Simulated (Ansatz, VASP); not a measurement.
# One calculation of Be2ZnSe3, two programs

```
Be Zn Se
1.0
     3.07916   -5.54976    0.00000
     3.07916    5.54976    0.00000
     0.00000    0.00000    3.39080
Be Zn Se
2 1 3
Direct
  0.50000 0.00000 0.50000
  0.00000 0.50000 0.50000
  0.00000 0.00000 0.00000
  0.79276 0.20724 0.00000
  0.20724 0.79276 0.00000
  0.50000 0.50000 0.50000
```

Change from the starting cell: species swapped into the LaAl2Cu3 type (Cmmm, No. 65).

Alike in both runs: functional PBE; k mesh 4 × 4 × 6; occupations gaussian, width 0.1 eV; no spin polarisation.

Ansatz relaxed the structure, and its values are those at the end. VASP's run is a single point on that final structure, the one shown.

|  | VASP | Ansatz |
| --- | --- | --- |
| version | VASP 6.6.1 | Ansatz 0.2.0 |
| potentials or method | VASP PAW PBE potentials, release 64 (Be, Zn, Se), cutoff 520 eV | scalar-relativistic, plane waves, PAW |
| valence electrons in the cell | 34 | 64 |

```csv
,VASP,Ansatz,Ansatz less VASP
gap on the k mesh at the Fermi level (eV),none,none,-
pressure (GPa),0.2,0.0,-0.18
rms of the force components (eV/Å),0.007,0.005,-0.0020
```

A gap of «none» marks a metal or a gap that the smearing closes. VASP's potentials hold 34 valence electrons a cell and Ansatz's 64, so a difference there can come from the potentials and not from the codes.
